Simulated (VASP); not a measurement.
Here is a VASP 6.6.1 calculation.

INCAR

```
  PREC = Accurate
  ENCUT = 600
  EDIFF = 1E-7
  ISMEAR = 0
  SIGMA = 0.01
  LREAL = F
  LASPH = T
  NELM = 120
  ALGO = Normal
  ISIF = 3
  LWAVE = F
  LCHARG = F
  GGA = PE
  IBRION = 2
  NSW = 100
  EDIFFG = -0.005
  GGA_COMPAT = F
  NELMIN = 4
```

KPOINTS

```
Automatic mesh
0
Gamma
  10 10 10
```

The input POSCAR:

```
Cu3N
1.0
    3.8070000000      0.0000000000      0.0000000000
    0.0000000000      3.8070000000      0.0000000000
    0.0000000000      0.0000000000      3.8070000000
Cu N
3 1
Direct
    0.5000000000      0.0000000000      0.0000000000
    0.0000000000      0.5000000000      0.0000000000
    0.0000000000      0.0000000000      0.5000000000
    0.0000000000      0.0000000000      0.0000000000
```

Potentials or basis: VASP PAW PBE potentials, release 64 (Cu, N).

Launch:

```bash
$ cat potpaw_PBE.64/Cu/POTCAR potpaw_PBE.64/N/POTCAR > POTCAR
$ mpirun -np 1 vasp_std > vasp.out
```

**Question.** Estimate the relaxed cell.

**Answer.** a = 3.833 Å, b = 3.833 Å, c = 3.833 Å, α = 90.00°, β = 90.00°, γ = 90.00°.

**Question.** What does it give for the space group after relaxing (to 0.05 Å)?

**Answer.** Pm-3m (No. 221).

**Question.** Predict the relaxed volume.

**Answer.** 14.08 Å³/atom.

**Question.** Estimate the band gap on the k mesh.

**Answer.** 0.26 eV, indirect (least direct gap 0.80 eV).

Step by step:
```csv
step,energy change (eV),largest force (eV/Å),pressure (GPa),volume (Å³)
1,0.0000,0.0000,2.48,55.18
2,-0.0068,0.0000,-1.13,56.90
3,-0.0088,0.0000,0.00,56.33
```

A k mesh can miss the band edges. Zero-point motion and thermal expansion aren't in these numbers.
